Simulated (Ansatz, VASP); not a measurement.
## Two plane-wave programs on Cr

```
CELL_PARAMETERS angstrom
0.00000 2.55591 2.55591
2.55591 0.00000 2.55591
2.55591 2.55591 0.00000
ATOMIC_POSITIONS crystal
Cr 0.12500 0.12500 0.12500
Cr 0.87500 0.87500 0.87500
```

Alike in both runs: task single point; functional r2SCAN; k mesh 12 × 12 × 12; occupations fermi-dirac, width 0.1 eV; no spin polarisation.

|  | VASP | Ansatz |
| --- | --- | --- |
| version | VASP 6.6.1 | Ansatz 0.2.0 |
| potentials or method | VASP PAW PBE potentials, release 64 (Cr_pv), cutoff 550 eV | plane waves (500 eV) with PAW, scalar-relativistic |
| valence electrons in the cell | 24 | 28 |

|  | VASP | Ansatz | Ansatz less VASP |
| --- | --- | --- | --- |
| pressure (GPa) | -2.8 | -3.8 | -1.02 |

VASP's potentials were made for PBE, not for r2SCAN. With one functional, cell and mesh, what is left measures potentials, basis and numerics. VASP's potentials hold 24 valence electrons a cell and Ansatz's 28, so a difference there can come from the potentials and not from the codes.
